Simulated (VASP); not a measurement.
Runs of VASP 6.6.1 on LiF. The structure is that of space group Fm-3m (No. 225), or close to it. The cells are those of the table. 

| task | cell | gap on the mesh (eV) |
| --- | --- | --- |
| single point | a = 2.891, b = 2.891, c = 2.848 Å, angles 60.5, 60.5, 59.0°, 2 atoms | 8.79 |
| single point | a = 2.863, b = 2.863, c = 2.848 Å, angles 60.2, 60.2, 59.7°, 2 atoms | 8.98 |
| single point | a = 2.806, b = 2.806, c = 2.848 Å, angles 59.5, 59.5, 61.0°, 2 atoms | 9.34 |
| electric field gradients | a = 2.834, b = 2.834, c = 2.848 Å, angles 59.8, 59.8, 60.3°, 2 atoms | 9.17 |
| electric field gradients | a = 2.806, b = 2.806, c = 2.848 Å, angles 59.5, 59.5, 61.0°, 2 atoms | 9.34 |
| single point | a = 2.806, b = 2.806, c = 2.763 Å, angles 60.5, 60.5, 59.0°, 2 atoms | 9.60 |
| electric field gradients | a = 2.806, b = 2.806, c = 2.763 Å, angles 60.5, 60.5, 59.0°, 2 atoms | 9.60 |
| single point | a = 2.877, b = 2.877, c = 2.848 Å, angles 60.3, 60.3, 59.3°, 2 atoms | (a) |

Alike in all rows: level PBE; potentials or basis VASP PAW PBE potentials, release 64 (Li_sv, F); no spin polarisation; k mesh 10 × 10 × 10; cutoff (eV) 520; smearing fermi-dirac 0.03 eV.

Question: Fill in the values left out.

Answer: (a) 8.88.

A k mesh can miss the band edges.
